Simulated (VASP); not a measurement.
# HfC (P-6m2) in VASP: elastic constants with PBEsol

Aim: the elastic constants of HfC with PBEsol.

Everything below comes from runs of VASP 6.6.1. Logs are shortened: lines on timing, memory, paths and dates and some standing lists are left out, and cuts for length are marked.

### 1 The cell of the first run

It takes space group P-6m2 (No. 187, hexagonal). Conventional cell: a = 3.204 Å, b = 3.204 Å, c = 2.884 Å, α = 90.00°, β = 90.00°, γ = 120.00°. Within 3.3 Å of Hf (site symmetry -6m2) lie 6 C at 2.35 Å and 8 Hf at 2.88 to 3.20 Å. Within 3.3 Å of C (site symmetry -6m2) lie 6 Hf at 2.35 Å and 8 C at 2.88 to 3.20 Å.

### 2 Elastic constants, PBEsol

INCAR reads:

```
SYSTEM = HfC
PREC = Accurate
ENCUT = 600
EDIFF = 1E-8
ISMEAR = 0
SIGMA = 0.05
LREAL = .False.
LASPH = .True.
NELM = 80
ALGO = Normal
ISIF = 3
LWAVE = .False.
LCHARG = .False.
GGA = PS
IBRION = 6
NFREE = 2
POTIM = 0.015
NSW = 1
```

KPOINTS reads:

```
regular mesh
0
Gamma
  12 12 10
  0 0 0
```

POSCAR reads:

```
HfC
1.0
    3.2042974695      0.0000000000      0.0000000000
   -1.6021487348      2.7750030099      0.0000000000
    0.0000000000      0.0000000000      2.8839350368
Hf C
1 1
Direct
    0.0000000000      0.0000000000      0.0000000000
    0.6666666667      0.3333333333      0.5000000000
```

Potentials or basis: VASP PAW PBE potentials, release 64 (Hf_pv, C).

Run with:

```console
$ cat potpaw_PBE.64/Hf_pv/POTCAR potpaw_PBE.64/C/POTCAR > POTCAR
$ mpirun -np 1 vasp_std > vasp.out
```

OUTCAR:

```text
SYSTEM = HfC
   PREC = Accurate
   ENCUT = 600
   EDIFF = 1E-8
   ISMEAR = 0
   LREAL = .False.
   LASPH = .True.
   NELM = 80
   ISIF = 3
   GGA = PS
   IBRION = 6
   NFREE = 2
   POTIM = 0.015
   NSW = 1

 ion  position               nearest neighbor table
   1  0.000  0.000  0.000-   2 2.35   2 2.35   2 2.35   2 2.35   2 2.35   2 2.35
   2  0.667  0.333  0.500-   1 2.35   1 2.35   1 2.35   1 2.35   1 2.35   1 2.35

  LATTYP: Found a hexagonal cell.
 ALAT       =     3.2042974695
 C/A-ratio  =     0.9000210075

  Lattice vectors:

 A1 = (   3.2042974695,   0.0000000000,   0.0000000000)
 A2 = (  -1.6021487348,   2.7750030099,   0.0000000000)
 A3 = (   0.0000000000,   0.0000000000,   2.8839350368)

Analysis of symmetry for initial positions (statically):
=====================================================================
 Subroutine PRICEL returns:
 Original cell was already a primitive cell.

 Routine SETGRP: Setting up the symmetry group for a
 hexagonal supercell.

 Subroutine GETGRP returns: Found 12 space group operations
 (whereof 12 operations were pure point group operations)
 out of a pool of 24 trial point group operations.

The static configuration has the point symmetry D_3h.

Analysis of symmetry for dynamics (positions and initial velocities):
=====================================================================
 Subroutine PRICEL returns:
 Original cell was already a primitive cell.

 Routine SETGRP: Setting up the symmetry group for a
 hexagonal supercell.

 Subroutine GETGRP returns: Found 12 space group operations
 (whereof 12 operations were pure point group operations)
 out of a pool of 24 trial point group operations.

The dynamic configuration has the point symmetry D_3h.

 Subroutine INISYM returns: Found 12 space group operations
 (whereof 12 operations are pure point group operations),
 and found     1 'primitive' translations

----------------------------------------------------------------------------------------

                                     Primitive cell

  volume of cell :      25.6438

  direct lattice vectors                    reciprocal lattice vectors
     3.204297470  0.000000000  0.000000000     0.312080888  0.180179985  0.000000000
    -1.602148735  2.775003010  0.000000000     0.000000000  0.360359969  0.000000000
     0.000000000  0.000000000  2.883935037     0.000000000  0.000000000  0.346748449

  length of vectors
     3.204297470  3.204297470  2.883935037     0.360359970  0.360359969  0.346748449

  position of ions in fractional coordinates (direct lattice)
     0.000000000  0.000000000  0.000000000
     0.666666667  0.333333333  0.500000000

  ion indices of the primitive-cell ions
   primitive index   ion index
                 1           1
                 2           2

----------------------------------------------------------------------------------------

 KPOINTS: regular mesh

Automatic generation of k-mesh.
 Grid dimensions read from file:
 generate k-points for:   12   12   10

 Generating k-lattice:

[... 107 lines left out ...]
  ext. energy  EPLUGINS =         0.00000000
  ---------------------------------------------------
  free energy    TOTEN  =       -20.63221978 eV

  energy without entropy =      -20.63198403  energy(sigma->0) =      -20.63210190

------------------------ aborting loop because EDIFF is reached ----------------------------------------

  FORCE on cell =-STRESS in cart. coord.  units (eV):
  Direction    XX          YY          ZZ          XY          YZ          ZX
  --------------------------------------------------------------------------------------
  -------------------------------------------------------------------------------------
  Total       -0.0841085     -0.0841085     -0.1713417      0.0000000      0.0000000      0.0000000
  in kB       -5.2549501     -5.2549501    -10.7051281      0.0000000      0.0000000      0.0000000
  external PRESSURE =      -7.0716761 kB  Pullay stress =       0.0000000 kB
[... 89 lines left out ...]
  FREE ENERGIE OF THE ION-ELECTRON SYSTEM (eV)
  ---------------------------------------------------
  free  energy   TOTEN  =       -20.6262114169 eV

  energy  without entropy=      -20.6257220325  energy(sigma->0) =      -20.62596672

[... ionic steps 4 to 18 ...]

--------------------------------------- Ionic step       19  -------------------------------------------

 number of electron      13.9999999 magnetization

------------------------ aborting loop because EDIFF is reached ----------------------------------------
[... 67 lines left out ...]
--------------------------------------- Ionic step       21  -------------------------------------------

 number of electron      13.9999999 magnetization

 Free energy of the ion-electron system (eV)
  ---------------------------------------------------
  ext. energy  EPLUGINS =         0.00000000
  ---------------------------------------------------
  free energy    TOTEN  =       -20.63222204 eV

  energy without entropy =      -20.63197784  energy(sigma->0) =      -20.63209994

 E-fermi :   5.5217     XC(G=0): -12.2651

 val. band max:        5.4720995915   @ k =   0.3333  -0.0000   0.0000
 cond. band min:       5.5320983659   @ k =   0.5000   0.0000   0.1000
 fundamental gap:      0.0599987744
 Fermi energy:         5.5217384357

 k-point     1 :       0.0000    0.0000    0.0000
  band No.  band energies     occupation
      1     -24.0372      2.00000
      2     -24.0372      2.00000
      3     -23.6148      2.00000
      4      -6.4593      2.00000
      5       3.9268      2.00000
      6       3.9268      2.00000
      7       4.3045      2.00000
      8       7.2955      0.00000
      9      10.6146      0.00000
     10      11.9849      0.00000
     11      11.9849      0.00000
[... 309 lines left out ...]
 k-point    24 :       0.3333   -0.0000    0.1000
  band No.  band energies     occupation
      1     -24.5283      2.00000
      2     -24.1404      2.00000
      3     -23.6620      2.00000
      4      -4.4787      2.00000
      5       1.3616      2.00000
      6       4.6031      2.00000
      7       5.2071      2.00000
      8       5.6490      0.00032
      9      10.6476      0.00000
     10      10.9950      0.00000
     11      12.9728      0.00000

 [... further k-points ...]
[... 5 lines left out ...]
  --------------------------------------------------------------------------------------
  -------------------------------------------------------------------------------------
  Total       -0.0827600     -0.0827600     -0.1649999      0.0000000     -0.0000000      0.0000000
  in kB       -5.1707027     -5.1707027    -10.3089047      0.0000000     -0.0000000      0.0000000
  external PRESSURE =      -6.8834367 kB  Pullay stress =       0.0000000 kB
[... 17 lines left out ...]
  FREE ENERGIE OF THE ION-ELECTRON SYSTEM (eV)
  ---------------------------------------------------
  free  energy   TOTEN  =       -20.6322220445 eV

  energy  without entropy=      -20.6319778437  energy(sigma->0) =      -20.63209994

 INTERNAL STRAIN TENSORS FROM STRAINED CELLS
 ============================================

 INTERNAL STRAIN TENSOR FOR ION    1 for displacements in x,y,z  (eV/Angst):
          X           Y           Z          XY          YZ          ZX
  --------------------------------------------------------------------------------
  x    -0.00000     0.00000     0.00000     4.54665     0.00000    -0.00000
  y     4.63723    -4.47012    -0.00000     0.00005    -0.00049     0.00057
  z     0.00000     0.00000     0.00000     0.00000    -0.01349     0.00000

 INTERNAL STRAIN TENSORS FROM DISPLACED ATOMS
 ============================================

 INTERNAL STRAIN TENSOR FOR ION    1 for displacements in x,y,z  (eV/Angst):
          X           Y           Z          XY          YZ          ZX
  --------------------------------------------------------------------------------
  x    -0.00000     0.00000     0.00000     4.52184     0.00000     0.00000
  y     4.52184    -4.52184     0.00000     0.00000     0.00000     0.00000
  z     0.00000     0.00000     0.00000     0.00000     0.00000     0.00000

 INTERNAL STRAIN TENSOR FOR ION    2 for displacements in x,y,z  (eV/Angst):
          X           Y           Z          XY          YZ          ZX
  --------------------------------------------------------------------------------
  x     0.00000    -0.00000     0.00000    -4.52546     0.00000     0.00000
  y    -4.52546     4.52546     0.00000    -0.00000     0.00000     0.00000
  z     0.00000     0.00000     0.00000     0.00000     0.00000     0.00000

 Eigenvectors and eigenvalues of the dynamical matrix
 ----------------------------------------------------

   1 f  =   10.831382 THz    68.055581 2PiTHz  361.296016 cm-1    44.794977 meV
             X         Y         Z           dx          dy          dz
      0.000000  0.000000  0.000000    -0.122399    0.219188    0.000000
      1.602149  0.925001  1.441968     0.471941   -0.845131    0.000000
[... 21 lines left out ...]
   6 f/i=    0.002161 THz     0.013579 2PiTHz    0.072090 cm-1     0.008938 meV
             X         Y         Z           dx          dy          dz
      0.000000  0.000000  0.000000     0.000000    0.000000    0.966279
      1.602149  0.925001  1.441968     0.000000    0.000000    0.257496

--------------------------------------------------------------------------------------------------------

 ELASTIC MODULI CONTR FROM IONIC RELAXATION (kBar)
 Direction    XX          YY          ZZ          XY          YZ          ZX
 --------------------------------------------------------------------------------
 XX        -236.7139    236.7139     -0.0000      0.0000     -0.0000      0.0000
 YY         236.7139   -236.7139     -0.0000      0.0000      0.0000     -0.0000
 ZZ          -0.0000     -0.0000     -0.0000      0.0000      0.0000     -0.0000
 XY           0.0000      0.0000      0.0000   -236.7139     -0.0000      0.0000
 YZ          -0.0000      0.0000      0.0000     -0.0000     -0.0000      0.0000
 ZX           0.0000     -0.0000     -0.0000      0.0000      0.0000     -0.0000
 --------------------------------------------------------------------------------

 TOTAL ELASTIC MODULI (kBar)
 Direction    XX          YY          ZZ          XY          YZ          ZX
 --------------------------------------------------------------------------------
 XX        3711.4478   1341.2954    978.3666     -0.0000      0.0000      0.0000
 YY        1341.2954   3711.4478    978.3666     -0.0000      0.0000     -0.0000
 ZZ         978.3666    978.3666   5477.2997     -0.0000     -0.0000     -0.0000
 XY          -0.0000     -0.0000     -0.0000   1185.0762     -0.0000      0.0000
 YZ           0.0000      0.0000     -0.0000     -0.0000   -741.8679      0.0000
 ZX           0.0000     -0.0000      0.0000      0.0000      0.0000   -741.8681
 --------------------------------------------------------------------------------
```

It took 29 min on 1 thread of Oxide Virtual Turin-like, shared host; peak memory 0.38 GiB.

What came out:

```yaml
Voigt_bulk_modulus: 217 GPa
Highest_phonon_frequency_at_Γ: 361 cm⁻¹
```

Phonon frequencies in cm⁻¹ (negative: imaginary):
```
              q point       frequencies
(0.000, 0.000, 0.000)  0 0 0 11 361 361
```

Elastic tensor in Voigt notation (GPa, in the Cartesian axes of the cell as first typed):
```
371 134  98   0   0   0
134 371  98   0   0   0
 98  98 548   0   0   0
  0   0   0 -74   0   0
  0   0   0   0 -74   0
  0   0   0   0   0 119
```

Clamped-ion elastic tensor (GPa):
```
395 110  98   0   0   0
110 395  98   0   0   0
 98  98 548   0   0   0
  0   0   0 -74   0   0
  0   0   0   0 -74   0
  0   0   0   0   0 142
```

Caveat: the elastic tensor has a negative eigenvalue, so either the cell is unstable as it stands or the mesh is too thin; the PAW data sets were made with another functional, which shifts forces and pressure a little; spin-orbit coupling is left out, which moves the levels of the heavy elements.
